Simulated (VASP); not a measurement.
# SiO2 (P4_2/mnm) in VASP: further runs

The runs below take SiO2 through single point, with PBE.

All numbers are computed with VASP 6.6.1; they aren't measurements. Logs are shortened: lines on timing, memory, paths and dates and some standing lists are left out, and cuts for length are marked.

## (1) The cell of the first run

The structure is tetragonal, space group P4_2/mnm (No. 136). The conventional cell has a = 4.406 Å, b = 4.406 Å, c = 2.884 Å, α = 90.00°, β = 90.00°, γ = 90.00°. Si (site symmetry mmm) has 6 O at 1.88 to 1.91 Å within 2.5 Å. O (site symmetry m2m) has 3 Si at 1.88 to 1.91 Å and 1 O at 2.41 Å within 2.5 Å.

## (2) Single point, PBE (9.33 Å³/atom)

Input file INCAR:

```
SYSTEM = SiO2
PREC = Accurate
ENCUT = 520
EDIFF = 1E-6
ISMEAR = 0
SIGMA = 0.05
LREAL = .False.
LASPH = .True.
NELM = 100
ALGO = Normal
ISIF = 2
LWAVE = .False.
LCHARG = .False.
GGA = PE
NBANDS = 25
```

Input file KPOINTS:

```
Automatic mesh
0
Gamma
  6 6 10
  0 0 0
```

Input file POSCAR:

```
SiO2
1.0
    4.4063472183      0.0000000000      0.0000000000
    0.0000000000      4.4063472183      0.0000000000
    0.0000000000      0.0000000000      2.8835136196
Si O
2 4
Direct
    0.5000000000      0.5000000000      0.5000000000
    0.0000000000      0.0000000000      0.0000000000
    0.6930127928      0.6930127928      0.0000000000
    0.1930127928      0.8069872072      0.5000000000
    0.3069872072      0.3069872072      0.0000000000
    0.8069872072      0.1930127928      0.5000000000
```

Potentials or basis: VASP PAW PBE potentials, release 64 (Si, O).

Launch:

```console
$ cat potpaw_PBE.64/Si/POTCAR potpaw_PBE.64/O/POTCAR > POTCAR
$ mpirun -np 1 vasp_std > vasp.out
```

OUTCAR:

```text
SYSTEM = SiO2
   PREC = Accurate
   ENCUT = 520
   EDIFF = 1E-6
   ISMEAR = 0
   LREAL = .False.
   LASPH = .True.
   NELM = 100
   ISIF = 2
   GGA = PE

 ion  position               nearest neighbor table
   1  0.500  0.500  0.500-   3 1.88   5 1.88   3 1.88   5 1.88   4 1.91   6 1.91
   2  0.000  0.000  0.000-   4 1.88   6 1.88   4 1.88   6 1.88   5 1.91   3 1.91
   3  0.693  0.693  0.000-   1 1.88   1 1.88   2 1.91
   4  0.193  0.807  0.500-   2 1.88   2 1.88   1 1.91
   5  0.307  0.307  0.000-   1 1.88   1 1.88   2 1.91
   6  0.807  0.193  0.500-   2 1.88   2 1.88   1 1.91

  LATTYP: Found a simple tetragonal cell.
 ALAT       =     4.4063472183
 C/A-ratio  =     0.6544000000

  Lattice vectors:

 A1 = (   4.4063472183,   0.0000000000,   0.0000000000)
 A2 = (   0.0000000000,   4.4063472183,   0.0000000000)
 A3 = (   0.0000000000,   0.0000000000,   2.8835136196)

Analysis of symmetry for initial positions (statically):
=====================================================================
 Subroutine PRICEL returns:
 Original cell was already a primitive cell.

 Routine SETGRP: Setting up the symmetry group for a
 simple tetragonal supercell.

 Subroutine GETGRP returns: Found 16 space group operations
 (whereof  8 operations were pure point group operations)
 out of a pool of 16 trial point group operations.

The static configuration has the point symmetry D_2h.
 The point group associated with its full space group is D_4h.

Analysis of symmetry for dynamics (positions and initial velocities):
=====================================================================
 Subroutine PRICEL returns:
 Original cell was already a primitive cell.

 Routine SETGRP: Setting up the symmetry group for a
 simple tetragonal supercell.

 Subroutine GETGRP returns: Found 16 space group operations
 (whereof  8 operations were pure point group operations)
 out of a pool of 16 trial point group operations.

The dynamic configuration has the point symmetry D_2h.
 The point group associated with its full space group is D_4h.

 Subroutine INISYM returns: Found 16 space group operations
 (whereof  8 operations are pure point group operations),
 and found     1 'primitive' translations

----------------------------------------------------------------------------------------

                                     Primitive cell

  volume of cell :      55.9860

  direct lattice vectors                    reciprocal lattice vectors
     4.406347218  0.000000000  0.000000000     0.226945347  0.000000000  0.000000000
     0.000000000  4.406347218  0.000000000     0.000000000  0.226945347  0.000000000
     0.000000000  0.000000000  2.883513620     0.000000000  0.000000000  0.346799125

  length of vectors
     4.406347218  4.406347218  2.883513620     0.226945347  0.226945347  0.346799125

  position of ions in fractional coordinates (direct lattice)
     0.500000000  0.500000000  0.500000000
     0.000000000  0.000000000  0.000000000
     0.693012793  0.693012793  0.000000000
     0.193012793  0.806987207  0.500000000
     0.306987207  0.306987207  0.000000000
     0.806987207  0.193012793  0.500000000

  ion indices of the primitive-cell ions
   primitive index   ion index
                 1           1
                 2           2
                 3           3
                 4           4
                 5           5
                 6           6

----------------------------------------------------------------------------------------

 KPOINTS: Automatic mesh

Automatic generation of k-mesh.
 Grid dimensions read from file:
 generate k-points for:    6    6   10

 Generating k-lattice:

  Cartesian coordinates                     Fractional coordinates (reciprocal lattice)
     0.037824225  0.000000000  0.000000000     0.166666667  0.000000000  0.000000000
     0.000000000  0.037824225  0.000000000     0.000000000  0.166666667  0.000000000
     0.000000000  0.000000000  0.034679912     0.000000000  0.000000000  0.100000000

  Length of vectors
     0.037824225  0.037824225  0.034679912

  Shift w.r.t. Gamma in fractional coordinates (k-lattice)
     0.000000000  0.000000000  0.000000000

 Subroutine IBZKPT returns following result:
 ===========================================

 Found     60 irreducible k-points:

 Following reciprocal coordinates:
            Coordinates               Weight
  0.000000  0.000000  0.000000      1.000000
  0.166667  0.000000  0.000000      4.000000
  0.333333  0.000000  0.000000      4.000000
  0.500000  0.000000  0.000000      2.000000
  0.166667  0.166667  0.000000      4.000000
  0.333333  0.166667  0.000000      8.000000
[... 16 lines left out ...]
  0.333333  0.000000  0.200000      8.000000
  0.500000  0.000000  0.200000      4.000000
 [... further k-points ...]
   k-points           NKPTS =     60   k-points in BZ     NKDIM =     60   number of bands    NBANDS=     25
   number of dos      NEDOS =    301   number of ions     NIONS =      6
   total plane-waves  NPLWV =  31104
   dimension x,y,z NGX =    36 NGY =   36 NGZ =   24
   dimension x,y,z NGXF=    72 NGYF=   72 NGZF=   48
   ions per type =               2   4
   NGX,Y,Z   is equivalent  to a cutoff of  13.58, 13.58, 13.84 a.u.
   NGXF,Y,Z  is equivalent  to a cutoff of  27.16, 27.16, 27.67 a.u.
 SYSTEM =  SiO2
   PREC   = accura    normal or accurate (medium, high low for compatibility)
   ISTART =      0    job   : 0-new  1-cont  2-samecut
   ICHARG =      2    charge: 1-file 2-atom 10-const
   ISPIN  =      1    spin polarized calculation?
   LNONCOLLINEAR =      F non collinear calculations
   LSORBIT =      F    spin-orbit coupling
   LASPH  =      T    aspherical Exc in radial PAW
   ENCUT  =  520.0 eV  38.22 Ry    6.18 a.u.   8.19  8.19  5.36*2*pi/ulx,y,z
   NELM   =    100;   NELMIN=  2; NELMDL= -5     # of ELM steps
   EDIFF  = 0.1E-05   stopping-criterion for ELM
   LREAL  =      F    real-space projection
   EDIFFG = 0.1E-04   stopping-criterion for IOM
   NSW    =      0    number of steps for IOM
   IBRION =     -1    ionic relax: 0-MD 1-quasi-New 2-CG
   NFREE  =      0    steps in history (QN), initial steepest desc. (CG)
   ISIF   =      2    stress and relaxation
   ISYM   =      2    0-nonsym 1-usesym 2-fastsym
   POTIM  = 0.5000    time-step for ionic-motion
   TEBEG  =    0.0;   TEEND  =   0.0 temperature during run
   PSTRESS=    0.0 pullay stress
   NELECT =      32.0000    total number of electrons
   NUPDOWN=      -1.0000    fix difference up-down
   EMIN   =  10.00;   EMAX   =-10.00  energy-range for DOS
   EFERMI =   0.00;   METHOD = LEGACY
   ISMEAR =     0;   SIGMA  =   0.05  broadening in eV -4-tet -1-fermi 0-gaus
   EFERMI_NEDOS =   21; number of points for ismear=-14 and -15
   IALGO  =     38    algorithm
   IMIX   =      4    mixing-type and parameters
     AMIX     =   0.40;   BMIX     =  1.00
     AMIX_MAG =   1.60;   BMIX_MAG =  1.00
  volume/ion in A,a.u.               =       9.33        62.97
  Fermi-wavevector in a.u.,A,eV,Ry     =   1.358621  2.567422 25.114330  1.845851
  Thomas-Fermi vector in A             =   2.485439
   LORBIT       =      0    0 simple, 1 ext, 2 COOP (PROOUT), +10 PAW based schemes
   GGA     = PE    functional components
   LHFCALC =     F    Hartree Fock is set to
   AEXX    =    0.0000 exact exchange contribution
   IVDW    =     0    specifies the selected vdW correction
   LEPSILON=     F    determine dielectric tensor
   LRPA    =     F    only Hartree local field effects (RPA)
 non-spin polarized calculation
 Gauss-broadening in eV      SIGMA  =   0.05
  energy-cutoff  :      520.00
  volume of cell :       55.99
 maximum number of plane-waves:      1528
 NGX is ok and might be reduce to    36
   NGX = 17   NGY = 17   NGZ = 11

 number of electron      31.9999978 magnetization

 Free energy of the ion-electron system (eV)
  ---------------------------------------------------
  ext. energy  EPLUGINS =         0.00000000
  ---------------------------------------------------
  free energy    TOTEN  =       -45.36702987 eV

  energy without entropy =      -45.36702987  energy(sigma->0) =      -45.36702987

 E-fermi :   6.1228     XC(G=0): -11.3509

 val. band max:        5.9104462198   @ k =   0.0000   0.0000   0.0000
 cond. band min:       8.4579133464   @ k =   0.0000   0.0000   0.0000
 fundamental gap:      2.5474671266
 Fermi energy:         6.1228458948

 k-point     1 :       0.0000    0.0000    0.0000
  band No.  band energies     occupation
      1     -14.8709      2.00000
      2     -12.0633      2.00000
      3     -12.0633      2.00000
      4     -11.8933      2.00000
      5      -3.8879      2.00000
      6       0.5571      2.00000
[... 17 lines left out ...]
     24      17.8926      0.00000
     25      19.4575      0.00000

 k-point     2 :       0.1667    0.0000    0.0000
  band No.  band energies     occupation
      1     -14.7530      2.00000
      2     -12.5456      2.00000
      3     -12.0105      2.00000
      4     -11.6477      2.00000
      5      -3.6655      2.00000
      6      -0.1399      2.00000
[... 17 lines left out ...]
     24      17.5399      0.00000
     25      19.5047      0.00000

 k-point     3 :       0.3333    0.0000    0.0000
  band No.  band energies     occupation
      1     -14.4098      2.00000
      2     -13.2194      2.00000
      3     -11.8702      2.00000
      4     -11.5861      2.00000
      5      -3.0648      2.00000
      6      -1.2025      2.00000
[... 552 lines left out ...]
 k-point    23 :       0.3333    0.0000    0.2000
  band No.  band energies     occupation
      1     -14.0397      2.00000
      2     -12.9589      2.00000
      3     -11.7563      2.00000
      4     -11.5759      2.00000
      5      -2.8654      2.00000
      6      -0.9214      2.00000
[... 17 lines left out ...]
     24      17.6892      0.00000
     25      19.0551      0.00000

 k-point    24 :       0.5000    0.0000    0.2000
  band No.  band energies     occupation
      1     -13.5499      2.00000
      2     -13.5499      2.00000
      3     -11.6400      2.00000
      4     -11.6400      2.00000
      5      -1.9485      2.00000
      6      -1.9485      2.00000
[... 17 lines left out ...]
     24      17.2981      0.00000
     25      18.9610      0.00000

 [... further k-points ...]

------------------------ aborting loop because EDIFF is reached ----------------------------------------

  FORCE on cell =-STRESS in cart. coord.  units (eV):
  Direction    XX          YY          ZZ          XY          YZ          ZX
  --------------------------------------------------------------------------------------
  -------------------------------------------------------------------------------------
  Total       -9.5630313     -9.5630313    -15.4076479     -0.0000000      0.0000000      0.0000000
  in kB     -273.6697010   -273.6697010   -440.9278068     -0.0000000      0.0000000      0.0000000
  external PRESSURE =    -329.4224029 kB  Pullay stress =       0.0000000 kB

 VOLUME and BASIS-vectors are now :
 -----------------------------------------------------------------------------
  energy-cutoff  :      520.00
  volume of cell :       55.99
      direct lattice vectors                 reciprocal lattice vectors
     4.406347218  0.000000000  0.000000000     0.226945347  0.000000000  0.000000000
     0.000000000  4.406347218  0.000000000     0.000000000  0.226945347  0.000000000
     0.000000000  0.000000000  2.883513620     0.000000000  0.000000000  0.346799125

 POSITION                                       TOTAL-FORCE (eV/Angst)
 -----------------------------------------------------------------------------------
      2.20317      2.20317      1.44176         0.000000      0.000000     -0.000000
      0.00000      0.00000      0.00000         0.000000      0.000000     -0.000000
      3.05365      3.05365      0.00000        -0.357022     -0.357022     -0.000000
      0.85048      3.55587      1.44176        -0.357022      0.357022     -0.000000
      1.35269      1.35269      0.00000         0.357022      0.357022      0.000000
      3.55587      0.85048      1.44176         0.357022     -0.357022     -0.000000
 -----------------------------------------------------------------------------------
    total drift:                                0.000000      0.000000     -0.000000

  FREE ENERGIE OF THE ION-ELECTRON SYSTEM (eV)
  ---------------------------------------------------
  free  energy   TOTEN  =       -45.3670298667 eV

  energy  without entropy=      -45.3670298667  energy(sigma->0) =      -45.36702987
```

Run time: 95 s. Hardware: 1 thread of Intel Xeon 8259CL, shared host; peak memory 0.21 GiB.

Results:

```yaml
Free_energy: -45.3670 eV
Pressure: -32.9 GPa
Largest_force: 0.505 eV/Å
Band_gap_on_the_k_mesh: 2.55 eV
```

Forces in eV/Å, atoms in the order of the input:
```
Si   0.000  0.000  0.000
Si   0.000  0.000  0.000
O   -0.357 -0.357  0.000
O   -0.357  0.357  0.000
O    0.357  0.357  0.000
O    0.357 -0.357  0.000
```

Levels at points of the mesh, in eV from the valence-band top:
```
           k point  band 14  band 15  band 16  band 17  band 18  band 19
(0.00, 0.00, 0.00)    -0.74    -0.74     0.00     2.55     5.45     6.75
(0.50, 0.00, 0.00)    -2.41    -0.87    -0.87     5.20     5.20     7.43
(0.50, 0.50, 0.00)    -2.30    -1.67    -1.67     5.06     5.06     8.13
(0.00, 0.00, 0.50)    -2.34    -2.08    -2.08     6.74     6.74    10.75
(0.50, 0.00, 0.50)    -1.84    -1.34    -1.34     6.76     6.76     8.09
(0.50, 0.50, 0.50)    -1.42    -1.18    -1.18     5.17     5.17     9.61
```

Caveat: the cell stands under tension.

## (3) Single point, PBE (9.33 Å³/atom)

Input file INCAR:

```
SYSTEM = SiO2
ALGO = Normal ; EDIFF = 1E-6
ENCUT = 520 ; GGA = PE
ISIF = 2 ; ISMEAR = 0
LASPH = .True. ; LCHARG = .False.
LREAL = .False. ; LWAVE = .False.
NBANDS = 25 ; NELM = 100
PREC = Accurate ; SIGMA = 0.05
```

Input file KPOINTS:

```
k-points
0
Gamma
  6 6 10
  0 0 0
```

Changes to POSCAR since step 2:

```diff
@@ -2,5 +2,5 @@
 1.0
-    4.4063472183      0.0000000000      0.0000000000
-    0.0000000000      4.4063472183      0.0000000000
-    0.0000000000      0.0000000000      2.8835136196
+    4.3186106402      0.0000000000      0.0000000000
+    0.0000000000      4.3186106402      0.0000000000
+    0.0000000000      0.0000000000      3.0018662560
 Si O
```

Potentials or basis: VASP PAW PBE potentials, release 64 (Si, O).

Launch:

```console
$ cat potpaw_PBE.64/Si/POTCAR potpaw_PBE.64/O/POTCAR > POTCAR
$ mpirun -np 1 vasp_std > vasp.out
```

Wall time 75 s (1 thread of Intel Xeon 8259CL, shared host); peak memory 0.2 GiB.

The run converged. Its results:

```
Free energy            : -45.0239 eV
Pressure               : -33.8 GPa
Largest force          : 0.152 eV/Å
Band gap on the k mesh : 2.32 eV
```

Forces on the atoms (eV/Å):
```
Si   0.000  0.000  0.000
Si   0.000  0.000  0.000
O    0.107  0.107  0.000
O    0.107 -0.107  0.000
O   -0.107 -0.107  0.000
O   -0.107  0.107  0.000
```

Stress tensor (GPa, compression positive):
```
-23.29   0.00   0.00
  0.00 -23.29   0.00
  0.00   0.00 -54.82
```

Levels at points of the mesh, in eV from the valence-band top:
```tsv
k point	band 13	band 14	band 15	band 16	band 17	band 18	band 19	band 20
(0.00, 0.00, 0.00)	-2.53	-0.67	-0.67	0.00	2.32	4.79	6.13	6.13
(0.50, 0.00, 0.00)	-2.47	-2.47	-0.80	-0.80	4.93	4.93	6.83	6.83
(0.50, 0.50, 0.00)	-2.43	-2.43	-1.47	-1.47	4.70	4.70	7.65	7.65
(0.00, 0.00, 0.50)	-2.43	-2.43	-2.00	-2.00	6.80	6.80	10.84	10.84
(0.50, 0.00, 0.50)	-1.70	-1.70	-1.27	-1.27	6.84	6.84	8.54	8.54
(0.50, 0.50, 0.50)	-1.24	-1.24	-1.09	-1.09	5.25	5.25	9.91	9.91
```

Caveat: the cell stands under tension.

## (4) Single point, PBE (9.33 Å³/atom)

Input file INCAR:

```
PREC = Accurate ; ENCUT = 520
EDIFF = 1E-7 ; ISMEAR = 0
SIGMA = 0.05 ; LREAL = F
LASPH = T ; NELM = 60
ALGO = Normal ; ISIF = 2
LWAVE = F ; LCHARG = T
GGA = PE ; LELF = T
LVHAR = T ; NBANDS = 25
```

Input file KPOINTS:

```
Automatic mesh
0
Gamma
  6 6 10
```

Changes to POSCAR since step 3:

```diff
@@ -2,5 +2,5 @@
 1.0
-    4.3186106402      0.0000000000      0.0000000000
-    0.0000000000      4.3186106402      0.0000000000
-    0.0000000000      0.0000000000      3.0018662560
+    4.5869660397      0.0000000000      0.0000000000
+    0.0000000000      4.5869660397      0.0000000000
+    0.0000000000      0.0000000000      2.6608989996
 Si O
```

Launch:

```console
$ cat potpaw_PBE.64/Si/POTCAR potpaw_PBE.64/O/POTCAR > POTCAR
$ mpirun -np 1 vasp_std > vasp.out
```

It took 1.8 min on 1 thread of Intel Xeon 8259CL, shared host; peak memory 0.2 GiB.

It converged, with:

* Free energy: -45.3056 eV
* Pressure: -27.5 GPa
* Largest force: 1.875 eV/Å
* Band gap on the k mesh: 2.98 eV

Forces in eV/Å, atoms in the order of the input:
```
Si   0.000  0.000  0.000
Si   0.000  0.000  0.000
O   -1.326 -1.326  0.000
O   -1.326  1.326  0.000
O    1.326  1.326  0.000
O    1.326 -1.326  0.000
```

Stress tensor (GPa, compression positive):
```
-35.37   0.00   0.00
  0.00 -35.37   0.00
  0.00   0.00 -11.79
```

Levels at points of the mesh, in eV from the valence-band top:
```csv
k point,band 12,band 13,band 14,band 15,band 16,band 17,band 18,band 19,band 20,band 21
"(0.00, 0.00, 0.00)",-2.10,-1.85,-0.82,-0.82,0.00,2.98,7.24,7.95,7.95,10.61
"(0.50, 0.00, 0.00)",-3.02,-1.86,-1.86,-0.98,-0.98,5.71,5.71,9.10,9.10,9.32
"(0.50, 0.50, 0.00)",-2.15,-2.04,-2.04,-1.89,-1.89,5.89,5.89,9.49,9.49,10.05
"(0.00, 0.00, 0.50)",-3.96,-2.00,-2.00,-1.96,-1.96,6.65,6.65,9.91,9.91,10.59
"(0.50, 0.00, 0.50)",-3.16,-1.90,-1.90,-1.25,-1.25,6.67,6.67,7.36,7.36,11.68
"(0.50, 0.50, 0.50)",-3.90,-1.52,-1.52,-1.11,-1.11,5.03,5.03,9.18,9.18,10.69
```

Caveat: the cell stands under tension; forces of over 1 eV/Å act on the atoms, so gaps and moduli don't describe the material at rest.

## (5) The runs side by side

| cell | gap on the mesh (eV) | pressure (GPa) | largest force (eV/Å) |
| --- | --- | --- | --- |
| a = 4.406, b = 4.406, c = 2.884 Å, 6 atoms | 2.55 | -32.9 | 0.50 |
| a = 4.319, b = 4.319, c = 3.002 Å, 6 atoms | 2.32 | -33.8 | 0.15 |
| a = 4.587, b = 4.587, c = 2.661 Å, 6 atoms | 2.98 | -27.5 | 1.87 |

Alike in all rows: task single point; level PBE; potentials or basis VASP PAW PBE potentials, release 64 (Si, O); no spin polarisation; k mesh 6 × 6 × 10; cutoff (eV) 520; smearing gaussian 0.05 eV.

Caveats: the cell stands under tension; forces of over 1 eV/Å act on the atoms, so gaps and moduli don't describe the material at rest (at least some runs).

Absolute energies hang on the potentials; compare differences alone.
